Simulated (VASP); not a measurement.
# Ba5Na4Al2O10 in VASP: notebook, part 2 of 2

VASP 6.6.1.

## (3) Single point, PBE

INCAR reads:

```
ALGO = Normal
EDIFF = 1E-6
ENCUT = 1000
GGA = PE
GGA_COMPAT = F
ISIF = 2
ISMEAR = -1
ISYM = 0
LASPH = T
LCHARG = T
LELF = T
LREAL = Auto
LVHAR = T
LWAVE = F
NBANDS = 92
NELM = 120
PREC = Accurate
SIGMA = 0.1172
```

KPOINTS reads:

```
k-points
0
Gamma
  1 1 1
```

POSCAR reads:

```
Ba5Na4Al2O10
1.0
    6.9327090000     -0.0765500000      0.0671430000
   -0.0765500000      7.2143380000     -0.0554530000
    0.0671430000     -0.0554530000      6.7389310000
Ba O Al Na
5 10 2 4
Direct
    0.7401424780      0.9252287396      0.1650036664
    0.3867033364      0.6656660584      0.8566497799
    0.9226152180      0.6928759011      0.8203658553
    0.4559839716      0.1197803406      0.6287178259
    0.9506603565      0.1459484708      0.6427884619
    0.1694331427      0.1020815784      0.3523326593
    0.6147085677      0.3771202052      0.8420227287
    0.0043004390      0.4675136874      0.4671444614
    0.4408273917      0.5407591037      0.3572685699
    0.2409786464      0.7756826366      0.5680811838
    0.6964136449      0.8508006932      0.6854869340
    0.6941176663      0.1832049894      0.3262223821
    0.4442470394     -0.0216454745      0.0284406554
    0.0849720511      0.7064760723      0.1731117204
    1.0556836920      0.0405994471      0.9713008771
    0.2048912930     -0.0231346967      0.1412556525
    0.2093813021      0.6014020029      0.3784860027
    0.7094698367      0.4870108808      0.1950875118
   -0.0312516412      0.2781422744      0.1753321339
    0.4005927460      0.2804355118      0.1784609446
    0.6580862177      0.5630907953      0.5431594701
```

Potentials or basis: VASP PAW PBE potentials, release 64 (Ba_sv, O_h, Al, Na_sv).

On the command line:

```sh
$ cat potpaw_PBE.64/Ba_sv/POTCAR potpaw_PBE.64/O_h/POTCAR potpaw_PBE.64/Al/POTCAR potpaw_PBE.64/Na_sv/POTCAR > POTCAR
$ mpirun -np 1 vasp_gam > vasp.out
```

OUTCAR:

```text
EDIFF = 1E-6
   ENCUT = 1000
   GGA = PE
   ISIF = 2
   ISMEAR = -1
   ISYM = 0
   LASPH = T
   LREAL = Auto
   NELM = 120
   PREC = Accurate

 ion  position               nearest neighbor table
   1  0.740  0.925  0.165-  12 2.17  13 2.31  15 2.65  14 2.90  19 2.97   3 3.11  18 3.17  16 3.24
                             2 3.70  16 3.74   5 3.87   4 3.92   5 4.11   4 4.41
   2  0.387  0.666  0.857-  10 2.37  13 2.55   7 2.64  11 2.75  21 2.90  14 2.97  16 3.19   3 3.24
                            17 3.49   4 3.66   1 3.70   3 3.72  17 3.74   4 4.24
   3  0.923  0.693  0.820-  11 2.18  14 2.65  21 2.78  10 2.82  15 2.83   8 2.91   7 3.09   1 3.11
                             2 3.24  18 3.26   5 3.50  16 3.54  17 3.61   2 3.72   5 4.11   4 4.73
   4  0.456  0.120  0.629-   7 2.57  11 2.62  12 2.64   6 2.75  13 2.89  10 2.90  20 3.30   5 3.43
                             5 3.51   2 3.66  16 3.86   1 3.92  16 3.98   2 4.24   1 4.41   3 4.73
   5  0.951  0.146  0.643-   6 2.47  15 2.48   8 2.64  11 2.75  12 2.82  19 3.31   4 3.43   3 3.50
                             4 3.51   1 3.87  16 3.97  16 4.04   3 4.11   1 4.11
   6  0.169  0.102  0.352-  16 1.69   5 2.47   4 2.75
   7  0.615  0.377  0.842-   4 2.57   2 2.64   3 3.09
   8  0.004  0.468  0.467-  17 1.80   5 2.64   3 2.91
   9  0.441  0.541  0.357-  17 1.68
  10  0.241  0.776  0.568-  17 1.79   2 2.37   3 2.82   4 2.90
  11  0.696  0.851  0.685-   3 2.18   4 2.62   2 2.75   5 2.75
  12  0.694  0.183  0.326-   1 2.17   4 2.64   5 2.82
  13  0.444  0.978  0.028-  16 1.81   1 2.31   2 2.55   4 2.89
  14  0.085  0.706  0.173-  17 1.83  16 2.12   3 2.65   1 2.90   2 2.97
  15  0.056  0.041  0.971-  16 1.64   5 2.48   1 2.65   3 2.83
  16  0.205  0.977  0.141-  15 1.64   6 1.69  13 1.81  14 2.12  20 2.56  17 3.17   2 3.19   1 3.24
                             3 3.54   1 3.74   4 3.86   5 3.97   4 3.98   5 4.04
  17  0.209  0.601  0.378-   9 1.68  10 1.79   8 1.80  14 1.83  16 3.17   2 3.49   3 3.61   2 3.74

  18  0.709  0.487  0.195-   1 3.17   3 3.26
  19  0.969  0.278  0.175-   1 2.97   5 3.31
  20  0.401  0.280  0.178-  16 2.56   4 3.30
  21  0.658  0.563  0.543-   3 2.78   2 2.90

IMPORTANT INFORMATION: All symmetrisations will be switched off!
NOSYMM: (Re-)initialisation of all symmetry stuff for point group C_1.

[... 137 lines left out ...]
   LEPSILON=     F    determine dielectric tensor
   LRPA    =     F    only Hartree local field effects (RPA)
 non-spin polarized calculation
  energy-cutoff  :     1000.00
  volume of cell :      336.95
 maximum number of plane-waves:     12104
 NGX is ok and might be reduce to    70
   NGX = 35   NGY = 37   NGZ = 35

 number of electron     151.9999995 magnetization

 Free energy of the ion-electron system (eV)
  ---------------------------------------------------
  ext. energy  EPLUGINS =         0.00000000
  ---------------------------------------------------
  free energy    TOTEN  =      -112.28294144 eV

  energy without entropy =     -112.28211736  energy(sigma->0) =     -112.28252940

 E-fermi :   3.7450     XC(G=0):  -9.6410

 val. band max:        2.6572968456   @ k =   0.0000   0.0000   0.0000
 cond. band min:       4.7605522023   @ k =   0.0000   0.0000   0.0000
 fundamental gap:      2.1032553566
 Fermi energy:         3.7449521591

 k-point     1 :       0.0000    0.0000    0.0000
  band No.  band energies     occupation
      1     -49.0949      2.00000
      2     -48.2820      2.00000
      3     -47.8552      2.00000
      4     -47.7944      2.00000
      5     -23.5565      2.00000
      6     -23.0842      2.00000
[... 80 lines left out ...]
     87       8.5484      0.00000
     88       8.6643      0.00000
 [bands above 88 left out]

------------------------ aborting loop because EDIFF is reached ----------------------------------------

  FORCE on cell =-STRESS in cart. coord.  units (eV):
  Direction    XX          YY          ZZ          XY          YZ          ZX
  --------------------------------------------------------------------------------------
  -------------------------------------------------------------------------------------
  Total       27.9800293     22.0116799     21.2864609     -9.2732664      5.0768002      7.2829972
  in kB      133.0417114    104.6629200    101.2145900    -44.0932786     24.1395811     34.6297855
  external PRESSURE =     112.9730738 kB  Pullay stress =       0.0000000 kB

 VOLUME and BASIS-vectors are now :
 -----------------------------------------------------------------------------
  energy-cutoff  :     1000.00
  volume of cell :      336.95
      direct lattice vectors                 reciprocal lattice vectors
     6.932709000 -0.076550000  0.067143000     0.144274342  0.001519915 -0.001424963
    -0.076550000  7.214338000 -0.055453000     0.001519915  0.138637637  0.001125671
     0.067143000 -0.055453000  6.738931000    -0.001424963  0.001125671  0.148414949

 POSITION                                       TOTAL-FORCE (eV/Angst)
 -----------------------------------------------------------------------------------
      5.07144      6.60910      1.11034         0.256189     -1.252893      1.138103
      2.68746      4.72523      5.76196         0.485887     -0.447006      0.135922
      6.39826      4.88252      5.55191         2.795087     -2.396949     -1.128971
      3.19425      0.79437      4.26086        -0.409588     -0.463102      0.027089
      6.62264      0.94450      4.38744        -0.353304      0.872983     -1.042587
      1.19047      0.70394      2.38006         0.606391      0.708547      0.132445
[... 13 lines left out ...]
      2.76771      1.98259      1.21398         0.884768     -0.131928     -0.243967
      4.55569      3.98183      3.67328         1.015474     -0.581302      0.586026
 -----------------------------------------------------------------------------------
    total drift:                                0.134371      0.065548      0.106132

  FREE ENERGIE OF THE ION-ELECTRON SYSTEM (eV)
  ---------------------------------------------------
  free  energy   TOTEN  =      -112.2829414360 eV

  energy  without entropy=     -112.2821173609  energy(sigma->0) =     -112.28252940
```

OSZICAR:

```text
N       E                     dE             d eps       ncg     rms          rms(c)
DAV:   1     0.260528223805E+04    0.26053E+04   -0.12970E+05   184   0.277E+03
DAV:   2     0.257538236358E+03   -0.23477E+04   -0.22433E+04   232   0.578E+02
DAV:   3    -0.117498281810E+03   -0.37504E+03   -0.36714E+03   264   0.217E+02
DAV:   4    -0.138448756259E+03   -0.20950E+02   -0.20822E+02   248   0.541E+01
DAV:   5    -0.139440369148E+03   -0.99161E+00   -0.99021E+00   288   0.108E+01    0.329E+01
DAV:   6    -0.112458362467E+03    0.26982E+02   -0.12980E+02   224   0.447E+01    0.176E+01
DAV:   7    -0.112718355901E+03   -0.25999E+00   -0.17784E+01   232   0.156E+01    0.898E+00
DAV:   8    -0.112327081837E+03    0.39127E+00   -0.20175E+00   256   0.631E+00    0.334E+00
DAV:   9    -0.112253892908E+03    0.73189E-01   -0.37987E-01   240   0.296E+00    0.940E-01
DAV:  10    -0.112272020664E+03   -0.18128E-01   -0.14231E-01   256   0.135E+00    0.487E-01
DAV:  11    -0.112278667722E+03   -0.66471E-02   -0.21639E-02   232   0.592E-01    0.249E-01
DAV:  12    -0.112281966240E+03   -0.32985E-02   -0.61466E-03   240   0.328E-01    0.984E-02
DAV:  13    -0.112282685967E+03   -0.71973E-03   -0.12671E-03   216   0.150E-01    0.538E-02
DAV:  14    -0.112282865716E+03   -0.17975E-03   -0.53952E-04   256   0.844E-02    0.353E-02
DAV:  15    -0.112282915644E+03   -0.49928E-04   -0.11365E-04   232   0.429E-02    0.175E-02
DAV:  16    -0.112282938095E+03   -0.22451E-04   -0.53400E-05   216   0.278E-02    0.974E-03
DAV:  17    -0.112282940809E+03   -0.27141E-05   -0.18621E-05   240   0.160E-02    0.602E-03
DAV:  18    -0.112282941436E+03   -0.62661E-06   -0.53753E-06   208   0.942E-03
   1 F= -.11228294E+03 E0= -.11228253E+03  d E =-.824075E-03
```

Run time: 2.7 min. Hardware: 1 thread of Intel Xeon Platinum 8375C at 2.90GHz (Ice Lake), shared host; peak memory 0.8 GiB.

What came out:

```
Free energy   : -112.2829 eV
Pressure      : 11.3 GPa
Largest force : 4.235 eV/Å
```

Forces in eV/Å, atoms in the order of the input:
```
Ba   0.256 -1.253  1.138
Ba   0.486 -0.447  0.136
Ba   2.795 -2.397 -1.129
Ba  -0.410 -0.463  0.027
Ba  -0.353  0.873 -1.043
O    0.606  0.709  0.132
O    0.741  1.046  0.442
O    0.010  0.026  0.309
O    0.273 -1.081 -2.232
O   -1.017  0.395  0.794
O   -1.522  1.052 -0.807
O   -0.409  1.703  1.508
O   -2.554  0.105  0.059
O    1.637  0.825 -0.669
O   -2.097  1.237 -2.232
Al   1.918 -3.473  1.483
Al  -2.735  1.963  1.536
Na  -0.001 -0.490 -0.261
Na   0.476  0.382  0.467
Na   0.885 -0.132 -0.244
Na   1.015 -0.581  0.586
```

Levels at points of the mesh, in eV from the Fermi level:
| k point | band 73 | band 74 | band 75 | band 76 | band 77 | band 78 | band 79 | band 80 |
| --- | --- | --- | --- | --- | --- | --- | --- | --- |
| (0.00, 0.00, 0.00) | -1.44 | -1.35 | -1.14 | -1.09 | 1.02 | 2.23 | 2.61 | 2.97 |

Caveat: the k points lie up to 0.93 Å⁻¹ apart, too coarse for converged energies, forces and pressures; the atoms stand as in a frame of molecular dynamics; spin-orbit coupling is left out, which moves the levels of the heavy elements.

## (4) Single point, PBE

INCAR reads:

```
SYSTEM = Ba5Na4Al2O10
ALGO = Normal ; EDIFF = 1E-6
ENCUT = 1000 ; GGA = PE
GGA_COMPAT = .FALSE. ; ISIF = 2
ISMEAR = -1 ; ISYM = 0
LASPH = .TRUE. ; LCHARG = .FALSE.
LREAL = Auto ; LWAVE = .FALSE.
NBANDS = 92 ; NELM = 120
PREC = Accurate ; SIGMA = 0.293
```

KPOINTS reads:

```
k-points
0
G
  1 1 1
  0 0 0
```

POSCAR reads:

```
Ba5Na4Al2O10
1.0
    6.9327090000     -0.0765500000      0.0671430000
   -0.0765500000      7.2143380000     -0.0554530000
    0.0671430000     -0.0554530000      6.7389310000
Ba O Al Na
5 10 2 4
Direct
    0.6150933033     -0.0413476027      0.1733905484
    0.3546791975      0.6722453053      0.9091150798
    0.8163477450      0.7745997402      0.8073850055
    0.3258506139      0.1505590880      0.7145021021
    0.8614211536      0.2229173349      0.6334411251
    1.1200166134      0.3426969221      0.2956405544
    0.5525827183      0.4785866686      0.8016118588
    0.0717183295      0.6399719672      0.5750643510
    0.4061409664      0.7152554340      0.2996838129
    0.0734362523      0.9704577132      0.4045301935
    0.5304947298      0.9018357732      0.7362039308
    0.5929434447      0.2221334523      0.4180474566
    0.3565404791      0.0765576794      0.1090076684
    0.0104406703      0.6499732441      0.1174407259
   -0.0240887723      0.0750859386      0.9380617093
    0.1024317535      0.0878576163      0.2023585630
    0.1566876275      0.7176828051      0.3603933899
    0.8638626099      0.5587173030      0.3776673516
    0.0270212727      0.4253587004      0.9233216851
    0.5409699234      0.3793132959      1.1522925100
    0.4669610177      0.5037985114      0.5046233557
```

Potentials or basis: VASP PAW PBE potentials, release 64 (Ba_sv, O_h, Al, Na_sv).

On the command line:

```sh
$ cat potpaw_PBE.64/Ba_sv/POTCAR potpaw_PBE.64/O_h/POTCAR potpaw_PBE.64/Al/POTCAR potpaw_PBE.64/Na_sv/POTCAR > POTCAR
$ mpirun -np 1 vasp_gam > vasp.out
```

OUTCAR:

```text
SYSTEM = Ba5Na4Al2O10
   EDIFF = 1E-6
   ENCUT = 1000
   GGA = PE
   ISIF = 2
   ISMEAR = -1
   ISYM = 0
   LASPH = .TRUE.
   LREAL = Auto
   NELM = 120
   PREC = Accurate

 ion  position               nearest neighbor table
   1  0.615  0.959  0.173-  13 2.06   9 2.41  12 2.50  11 3.04  15 3.05  20 3.10   3 3.10   2 3.25
                            16 3.49  16 3.69  17 3.79   4 4.00   5 4.01   4 4.35   5 4.43   3 4.74
   2  0.355  0.672  0.909-   7 2.09  11 2.35   9 2.68  14 2.75  19 2.86   8 3.02  20 3.02  21 3.06
                             1 3.25  17 3.33   3 3.33   4 3.72   3 3.90   4 3.97  16 3.98  17 3.99
   3  0.816  0.775  0.807-  11 2.27   8 2.54  15 2.56  14 2.69   7 2.78  19 3.06   1 3.10  18 3.28
                             2 3.33   5 3.46  17 3.81   2 3.90  16 3.99   5 4.15   4 4.45   4 4.46
   4  0.326  0.151  0.715-  11 2.32  13 2.73  12 2.74   7 2.87  15 2.88  10 3.01  21 3.07  19 3.19
                             5 3.33  16 3.64   2 3.72   5 3.77  16 3.83   2 3.97   1 4.00   1 4.35
   5  0.861  0.223  0.633-  12 2.38  15 2.48  19 2.68  10 2.79  18 3.00   6 3.00   7 3.05   4 3.33
                            16 3.46   3 3.46   4 3.77   1 4.01   3 4.15   1 4.43
   6  0.120  0.343  0.296-  16 1.94   5 3.00
   7  0.553  0.479  0.802-   2 2.09   3 2.78   4 2.87   5 3.05
[... 189 lines left out ...]
      5     -23.7332      2.00000
      6     -23.2693      2.00000
[... 80 lines left out ...]
     87       8.4260      0.00000
     88       8.5830      0.00000
 [bands above 88 left out]

------------------------ aborting loop because EDIFF is reached ----------------------------------------

  FORCE on cell =-STRESS in cart. coord.  units (eV):
  Direction    XX          YY          ZZ          XY          YZ          ZX
  --------------------------------------------------------------------------------------
  -------------------------------------------------------------------------------------
  Total       31.0672961     30.2295203     20.9019259     -8.0084753     -4.4456465     -1.2580715
  in kB      147.7212981    143.7377735     99.3861716    -38.0793475    -21.1385205     -5.9819803
  external PRESSURE =     130.2817477 kB  Pullay stress =       0.0000000 kB

 VOLUME and BASIS-vectors are now :
 -----------------------------------------------------------------------------
  energy-cutoff  :     1000.00
  volume of cell :      336.95
      direct lattice vectors                 reciprocal lattice vectors
     6.932709000 -0.076550000  0.067143000     0.144274342  0.001519915 -0.001424963
    -0.076550000  7.214338000 -0.055453000     0.001519915  0.138637637  0.001125671
     0.067143000 -0.055453000  6.738931000    -0.001424963  0.001125671  0.148414949

 POSITION                                       TOTAL-FORCE (eV/Angst)
 -----------------------------------------------------------------------------------
      4.20252      6.85934      1.15661         4.175717     -0.411845      2.752856
      2.46847      4.77224      6.11300        -5.264802      3.152489      1.435904
      5.65442      5.48096      5.45277         3.129396     -1.267981     -0.279852
      2.29548      1.02162      4.82851         0.297571     -0.023792     -0.707096
      5.99745      1.50713      4.31419        -0.830008     -0.115856     -2.021929
      0.82566      2.44675      1.98136        -0.734748     -1.999957     -0.136047
[... 13 lines left out ...]
      3.73158      2.68664      1.04158        -0.711248     -0.368642     -0.449458
      3.23262      3.57084      3.40404        -0.668305     -0.198484     -0.363217
 -----------------------------------------------------------------------------------
    total drift:                                0.076266      0.170685      0.182309

  FREE ENERGIE OF THE ION-ELECTRON SYSTEM (eV)
  ---------------------------------------------------
  free  energy   TOTEN  =      -108.2486332934 eV

  energy  without entropy=     -107.9017645919  energy(sigma->0) =     -108.07519894
```

It took 4 min on 1 thread of Intel Xeon Platinum 8375C at 2.90GHz (Ice Lake), shared host; peak memory 0.8 GiB.

Results:

| Quantity | Value |
| --- | --- |
| Free energy | -108.2486 eV |
| Pressure | 13.0 GPa |
| Largest force | 6.932 eV/Å |

Forces on the atoms (eV/Å):
```
Ba   4.176 -0.412  2.753
Ba  -5.265  3.152  1.436
Ba   3.129 -1.268 -0.280
Ba   0.298 -0.024 -0.707
Ba  -0.830 -0.116 -2.022
O   -0.735 -2.000 -0.136
O    3.877 -3.913 -0.501
O   -0.152 -1.508  3.435
O   -0.426 -1.036  0.164
O   -0.770 -3.041  2.632
O    0.017  1.141 -0.800
O    0.461  0.583  0.654
O   -5.003  1.937 -2.002
O    0.172  1.995  1.398
O    0.383  0.593  2.038
Al   2.484  4.836 -4.301
Al   1.326  1.769 -3.557
Na  -1.821 -1.539 -0.949
Na   0.058 -0.583  1.558
Na  -0.711 -0.369 -0.449
Na  -0.668 -0.198 -0.363
```

Caveat: the k points lie up to 0.93 Å⁻¹ apart, too coarse for converged energies, forces and pressures; the atoms stand as in a frame of molecular dynamics; so wide a smearing shifts energies and pressures; spin-orbit coupling is left out, which moves the levels of the heavy elements.

## (5) The runs side by side

```tsv
cell	smearing	pressure (GPa)	largest force (eV/Å)
as given, atomic positions A	fermi-dirac 0.05 eV	9.4	2.00
as given, atomic positions B	fermi-dirac 0.1172 eV	11.3	4.24
as given, atomic positions C	fermi-dirac 0.293 eV	13.0	6.93
```

Alike in all rows: task single point; level PBE; potentials or basis VASP PAW PBE potentials, release 64 (Ba_sv, O_h, Al, Na_sv); no spin polarisation; k mesh 1 × 1 × 1; cutoff (eV) 1000.

Caveats: all runs use coarse meshes; the atoms stand as in a frame of molecular dynamics; spin-orbit coupling is left out, which moves the levels of the heavy elements; so wide a smearing shifts energies and pressures (at least some runs).

Absolute energies hang on the potentials; compare differences alone.
